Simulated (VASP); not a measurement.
# CaAl4O (F-43m) in VASP: relaxation of cell and atoms with PBE

Aim: the relaxation of cell and atoms of CaAl4O with PBE.

Program: VASP 6.6.1. These are calculated values, not measurements. Logs are shortened: lines on timing, memory, paths and dates and some standing lists are left out, and cuts for length are marked.

### 1 The cell of the first run

It takes space group F-43m (No. 216, cubic). Conventional cell: a = 7.698 Å, b = 7.698 Å, c = 7.698 Å, α = 90.00°, β = 90.00°, γ = 90.00°. Ca (site symmetry -43m) has 12 Al at 3.19 Å and 4 O at 3.33 Å within 4.2 Å. Al (site symmetry 3m) has 6 Al at 2.71 to 2.74 Å and 3 Ca at 3.19 Å and 3 O at 3.19 Å within 3.6 Å. Within 4.2 Å of O (site symmetry -43m) lie 12 Al at 3.19 Å and 4 Ca at 3.33 Å.

The cell was generated, and may not be a known phase.

### 2 Relaxation of cell and atoms, PBE

INCAR reads:

```
PREC = Accurate ; ENCUT = 600
EDIFF = 1E-6 ; ISMEAR = 0
SIGMA = 0.1 ; LREAL = F
LASPH = T ; NELM = 60
ALGO = Normal ; ISIF = 3
LWAVE = F ; LCHARG = F
GGA = PE ; IBRION = 2
NSW = 100 ; EDIFFG = -0.01
```

KPOINTS reads:

```
Automatic mesh
0
Gamma
  8 8 8
```

POSCAR reads:

```
CaAl4O
1.0
    0.0000000000      3.8491694319      3.8491694319
    3.8491694319      0.0000000000      3.8491694319
    3.8491694319      3.8491694319      0.0000000000
Ca Al O
1 4 1
Direct
    0.0000000000      0.0000000000      0.0000000000
    0.6256867668      0.6256867668      0.1229396995
    0.6256867668      0.1229396995      0.6256867668
    0.1229396995      0.6256867668      0.6256867668
    0.6256867668      0.6256867668      0.6256867668
    0.2500000000      0.2500000000      0.2500000000
```

Potentials or basis: VASP PAW PBE potentials, release 64 (Ca_sv, Al, O).

Launch:

```bash
cat potpaw_PBE.64/Ca_sv/POTCAR potpaw_PBE.64/Al/POTCAR potpaw_PBE.64/O/POTCAR > POTCAR
mpirun -np 1 vasp_std > vasp.out
```

OUTCAR:

```text
PREC = Accurate
   ENCUT = 600
   EDIFF = 1E-6
   ISMEAR = 0
   LREAL = F
   LASPH = T
   NELM = 60
   ISIF = 3
   GGA = PE
   IBRION = 2
   NSW = 100
   EDIFFG = -0.01

 ion  position               nearest neighbor table
   1  0.000  0.000  0.000-   2 3.19   3 3.19   2 3.19   4 3.19   3 3.19   4 3.19   5 3.19   5 3.19
                             5 3.19   2 3.19   3 3.19   4 3.19
   2  0.626  0.626  0.123-   3 2.71   4 2.71   5 2.71   5 2.74   3 2.74   4 2.74   1 3.19   1 3.19
                             1 3.19
   3  0.626  0.123  0.626-   2 2.71   4 2.71   5 2.71   2 2.74   5 2.74   4 2.74   1 3.19   1 3.19
                             1 3.19
   4  0.123  0.626  0.626-   2 2.71   3 2.71   5 2.71   5 2.74   2 2.74   3 2.74   1 3.19   1 3.19
                             1 3.19
   5  0.626  0.626  0.626-   2 2.71   3 2.71   4 2.71   2 2.74   3 2.74   4 2.74   1 3.19   1 3.19
                             1 3.19
   6  0.250  0.250  0.250-

  LATTYP: Found a face centered cubic cell.
 ALAT       =     7.6983388638

  Lattice vectors:

 A1 = (   0.0000000000,   3.8491694319,   3.8491694319)
 A2 = (   3.8491694319,   0.0000000000,   3.8491694319)
 A3 = (   3.8491694319,   3.8491694319,   0.0000000000)

Analysis of symmetry for initial positions (statically):
=====================================================================
 Subroutine PRICEL returns:
 Original cell was already a primitive cell.

 Routine SETGRP: Setting up the symmetry group for a
 face centered cubic supercell.

 Subroutine GETGRP returns: Found 24 space group operations
 (whereof 24 operations were pure point group operations)
 out of a pool of 48 trial point group operations.

The static configuration has the point symmetry T_d .

Analysis of symmetry for dynamics (positions and initial velocities):
=====================================================================
 Subroutine PRICEL returns:
 Original cell was already a primitive cell.

 Routine SETGRP: Setting up the symmetry group for a
 face centered cubic supercell.

 Subroutine GETGRP returns: Found 24 space group operations
 (whereof 24 operations were pure point group operations)
 out of a pool of 48 trial point group operations.

The dynamic configuration has the point symmetry T_d .

 Subroutine INISYM returns: Found 24 space group operations
 (whereof 24 operations are pure point group operations),
 and found     1 'primitive' translations

----------------------------------------------------------------------------------------

                                     Primitive cell

  volume of cell :     114.0594

  direct lattice vectors                    reciprocal lattice vectors
     0.000000000  3.849169432  3.849169432    -0.129898153  0.129898153  0.129898153
     3.849169432  0.000000000  3.849169432     0.129898153 -0.129898153  0.129898153
     3.849169432  3.849169432  0.000000000     0.129898153  0.129898153 -0.129898153

  length of vectors
     5.443547614  5.443547614  5.443547614     0.224990201  0.224990201  0.224990201

  position of ions in fractional coordinates (direct lattice)
     0.000000000  0.000000000  0.000000000
     0.625686767  0.625686767  0.122939700
     0.625686767  0.122939700  0.625686767
     0.122939700  0.625686767  0.625686767
     0.625686767  0.625686767  0.625686767
     0.250000000  0.250000000  0.250000000

  ion indices of the primitive-cell ions
   primitive index   ion index
                 1           1
                 2           2
                 3           3
                 4           4
                 5           5
                 6           6

----------------------------------------------------------------------------------------

 KPOINTS: Automatic mesh

Automatic generation of k-mesh.
 Grid dimensions read from file:
 generate k-points for:    8    8    8

 Generating k-lattice:

  Cartesian coordinates                     Fractional coordinates (reciprocal lattice)
    -0.016237269  0.016237269  0.016237269     0.125000000  0.000000000  0.000000000
     0.016237269 -0.016237269  0.016237269     0.000000000  0.125000000  0.000000000
     0.016237269  0.016237269 -0.016237269     0.000000000  0.000000000  0.125000000

  Length of vectors
     0.028123775  0.028123775  0.028123775

  Shift w.r.t. Gamma in fractional coordinates (k-lattice)
     0.000000000  0.000000000  0.000000000

 Subroutine IBZKPT returns following result:
 ===========================================

 Found     29 irreducible k-points:

 Following reciprocal coordinates:
            Coordinates               Weight
  0.000000  0.000000  0.000000      1.000000
  0.125000  0.000000  0.000000      8.000000
  0.250000  0.000000  0.000000      8.000000
  0.375000  0.000000  0.000000      8.000000
  0.500000  0.000000  0.000000      4.000000
  0.125000  0.125000  0.000000      6.000000
[... 16 lines left out ...]
  0.500000  0.250000  0.125000     48.000000
 -0.375000  0.250000  0.125000     24.000000
 [... further k-points ...]
   k-points           NKPTS =     29   k-points in BZ     NKDIM =     29   number of bands    NBANDS=     18
   number of dos      NEDOS =    301   number of ions     NIONS =      6
   total plane-waves  NPLWV = 110592
   dimension x,y,z NGX =    48 NGY =   48 NGZ =   48
   dimension x,y,z NGXF=    96 NGYF=   96 NGZF=   96
   ions per type =               1   4   1
   NGX,Y,Z   is equivalent  to a cutoff of  14.66, 14.66, 14.66 a.u.
   NGXF,Y,Z  is equivalent  to a cutoff of  29.32, 29.32, 29.32 a.u.
 SYSTEM =  unknown system
   PREC   = accura    normal or accurate (medium, high low for compatibility)
   ISTART =      0    job   : 0-new  1-cont  2-samecut
   ICHARG =      2    charge: 1-file 2-atom 10-const
   ISPIN  =      1    spin polarized calculation?
   LNONCOLLINEAR =      F non collinear calculations
   LSORBIT =      F    spin-orbit coupling
   LASPH  =      T    aspherical Exc in radial PAW
   ENCUT  =  600.0 eV  44.10 Ry    6.64 a.u.  10.87 10.87 10.87*2*pi/ulx,y,z
   NELM   =     60;   NELMIN=  2; NELMDL= -5     # of ELM steps
   EDIFF  = 0.1E-05   stopping-criterion for ELM
   LREAL  =      F    real-space projection
   EDIFFG = -.1E-01   stopping-criterion for IOM
   NSW    =    100    number of steps for IOM
   IBRION =      2    ionic relax: 0-MD 1-quasi-New 2-CG
   NFREE  =      1    steps in history (QN), initial steepest desc. (CG)
   ISIF   =      3    stress and relaxation
   ISYM   =      2    0-nonsym 1-usesym 2-fastsym
   POTIM  = 0.5000    time-step for ionic-motion
   TEBEG  =    0.0;   TEEND  =   0.0 temperature during run
   PSTRESS=    0.0 pullay stress
   NELECT =      28.0000    total number of electrons
   NUPDOWN=      -1.0000    fix difference up-down
   EMIN   =  10.00;   EMAX   =-10.00  energy-range for DOS
   EFERMI =   0.00;   METHOD = LEGACY
   ISMEAR =     0;   SIGMA  =   0.10  broadening in eV -4-tet -1-fermi 0-gaus
   EFERMI_NEDOS =   21; number of points for ismear=-14 and -15
   IALGO  =     38    algorithm
   IMIX   =      4    mixing-type and parameters
     AMIX     =   0.40;   BMIX     =  1.00
     AMIX_MAG =   1.60;   BMIX_MAG =  1.00
  volume/ion in A,a.u.               =      19.01       128.29
  Fermi-wavevector in a.u.,A,eV,Ry     =   1.025063  1.937088 14.296373  1.050754
  Thomas-Fermi vector in A             =   2.158883
   LORBIT       =      0    0 simple, 1 ext, 2 COOP (PROOUT), +10 PAW based schemes
   GGA     = PE    functional components
   LHFCALC =     F    Hartree Fock is set to
   AEXX    =    0.0000 exact exchange contribution
   IVDW    =     0    specifies the selected vdW correction
   LEPSILON=     F    determine dielectric tensor
   LRPA    =     F    only Hartree local field effects (RPA)
 conjugate gradient relaxation of ions
 non-spin polarized calculation
 Gauss-broadening in eV      SIGMA  =   0.10
  energy-cutoff  :      600.00
  volume of cell :      114.06
 maximum number of plane-waves:      3839
 NGX is ok and might be reduce to    48
   NGX = 21   NGY = 21   NGZ = 21

--------------------------------------- Ionic step        1  -------------------------------------------

 number of electron      27.9999999 magnetization

 Free energy of the ion-electron system (eV)
  ---------------------------------------------------
  ext. energy  EPLUGINS =         0.00000000
  ---------------------------------------------------
  free energy    TOTEN  =       -21.26050849 eV

  energy without entropy =      -21.23656793  energy(sigma->0) =      -21.24853821

------------------------ aborting loop because EDIFF is reached ----------------------------------------

  FORCE on cell =-STRESS in cart. coord.  units (eV):
  Direction    XX          YY          ZZ          XY          YZ          ZX
  --------------------------------------------------------------------------------------
  -------------------------------------------------------------------------------------
  Total        0.3407988      0.3407988      0.3407988      0.0000000      0.0000000      0.0000000
  in kB        4.7871556      4.7871556      4.7871556      0.0000000      0.0000000      0.0000000
  external PRESSURE =       4.7871556 kB  Pullay stress =       0.0000000 kB

 VOLUME and BASIS-vectors are now :
 -----------------------------------------------------------------------------
  energy-cutoff  :      600.00
  volume of cell :      114.06
      direct lattice vectors                 reciprocal lattice vectors
     0.000000000  3.849169432  3.849169432    -0.129898153  0.129898153  0.129898153
     3.849169432  0.000000000  3.849169432     0.129898153 -0.129898153  0.129898153
     3.849169432  3.849169432  0.000000000     0.129898153  0.129898153 -0.129898153

 POSITION                                       TOTAL-FORCE (eV/Angst)
 -----------------------------------------------------------------------------------
      0.00000      0.00000      0.00000         0.000000      0.000000      0.000000
      2.88159      2.88159      4.81675        -0.000493     -0.000493      0.000493
      2.88159      4.81675      2.88159        -0.000493      0.000493     -0.000493
      4.81675      2.88159      2.88159         0.000493     -0.000493     -0.000493
      4.81675      4.81675      4.81675         0.000493      0.000493      0.000493
      1.92458      1.92458      1.92458         0.000000      0.000000      0.000000
 -----------------------------------------------------------------------------------
    total drift:                               -0.000000     -0.000000     -0.000000

  FREE ENERGIE OF THE ION-ELECTRON SYSTEM (eV)
  ---------------------------------------------------
  free  energy   TOTEN  =       -21.2605084903 eV

  energy  without entropy=      -21.2365679271  energy(sigma->0) =      -21.24853821

--------------------------------------- Ionic step        2  -------------------------------------------

 number of electron      27.9999999 magnetization

 Free energy of the ion-electron system (eV)
  ---------------------------------------------------
  ext. energy  EPLUGINS =         0.00000000
  ---------------------------------------------------
  free energy    TOTEN  =       -21.26193647 eV

  energy without entropy =      -21.23790219  energy(sigma->0) =      -21.24991933

 E-fermi :   4.7885     XC(G=0):  -9.4941

 val. band max:        4.7767326097   @ k =   0.1250   0.1250   0.0000
 cond. band min:       4.8050121410   @ k =   0.5000   0.1250   0.0000
 fundamental gap:      0.0282795313
 Fermi energy:         4.7885233441

 k-point     1 :       0.0000    0.0000    0.0000
  band No.  band energies     occupation
      1     -35.8858      2.00000
      2     -16.9400      2.00000
      3     -16.9400      2.00000
      4     -16.9400      2.00000
      5     -11.0814      2.00000
      6      -3.9465      2.00000
[... 481 lines left out ...]
      5     -11.0548      2.00000
      6      -2.9489      2.00000
[... 10 lines left out ...]
     17       6.8984      0.00000
     18       7.7625      0.00000

 [... further k-points ...]

------------------------ aborting loop because EDIFF is reached ----------------------------------------

  FORCE on cell =-STRESS in cart. coord.  units (eV):
  Direction    XX          YY          ZZ          XY          YZ          ZX
  --------------------------------------------------------------------------------------
  -------------------------------------------------------------------------------------
  Total        0.0069238      0.0069238      0.0069238      0.0000000      0.0000000      0.0000000
  in kB        0.0964620      0.0964620      0.0964620      0.0000000      0.0000000      0.0000000
  external PRESSURE =       0.0964620 kB  Pullay stress =       0.0000000 kB

 VOLUME and BASIS-vectors are now :
 -----------------------------------------------------------------------------
  energy-cutoff  :      600.00
  volume of cell :      115.00
      direct lattice vectors                 reciprocal lattice vectors
     0.000000000  3.859716822  3.859716822    -0.129543182  0.129543182  0.129543182
     3.859716822  0.000000000  3.859716822     0.129543182 -0.129543182  0.129543182
     3.859716822  3.859716822  0.000000000     0.129543182  0.129543182 -0.129543182

 POSITION                                       TOTAL-FORCE (eV/Angst)
 -----------------------------------------------------------------------------------
      0.00000      0.00000      0.00000         0.000000     -0.000000     -0.000000
      2.88946      2.88946      4.82997        -0.000069     -0.000069      0.000069
      2.88946      4.82997      2.88946        -0.000069      0.000069     -0.000069
      4.82997      2.88946      2.88946         0.000069     -0.000069     -0.000069
      4.82997      4.82997      4.82997         0.000069      0.000069      0.000069
      1.92986      1.92986      1.92986         0.000000     -0.000000     -0.000000
 -----------------------------------------------------------------------------------
    total drift:                               -0.000000     -0.000000     -0.000000

  FREE ENERGIE OF THE ION-ELECTRON SYSTEM (eV)
  ---------------------------------------------------
  free  energy   TOTEN  =       -21.2619364711 eV

  energy  without entropy=      -21.2379021936  energy(sigma->0) =      -21.24991933

 reached required accuracy - stopping structural energy minimisation
```

Wall time 2.9 min (1 thread of Intel Xeon Platinum 8259CL at 2.50GHz (Skylake/Cascade Lake), shared host); peak memory 0.38 GiB.

What came out:

* Free energy: -21.2619 eV
* Relaxed volume: 19.17 Å³/atom
* Relaxed cell: a = 5.458 Å, b = 5.458 Å, c = 5.458 Å, α = 60.00°, β = 60.00°, γ = 60.00°
* Space group after relaxing (to 0.1 Å): F-43m (No. 216)
* Energy gained by relaxing: 0.2 meV/atom
* Ionic steps: 2
* Pressure after relaxing: 0.0 GPa

Step by step:
```tsv
step	energy change (eV)	largest force (eV/Å)	pressure (GPa)	volume (Å³)
1	0.0000	0.0009	0.48	114.06
2	-0.0014	0.0001	0.01	115.00
```

Final structure:
```
CELL_PARAMETERS angstrom
0.00000 3.85972 3.85972
3.85972 0.00000 3.85972
3.85972 3.85972 0.00000
ATOMIC_POSITIONS crystal
Ca 0.00000 0.00000 0.00000
Al 0.62569 0.62569 0.12293
Al 0.62569 0.12293 0.62569
Al 0.12293 0.62569 0.62569
Al 0.62569 0.62569 0.62569
O 0.25000 0.25000 0.25000
```

Caveat: the highest band is partly filled, so the run has too few bands.
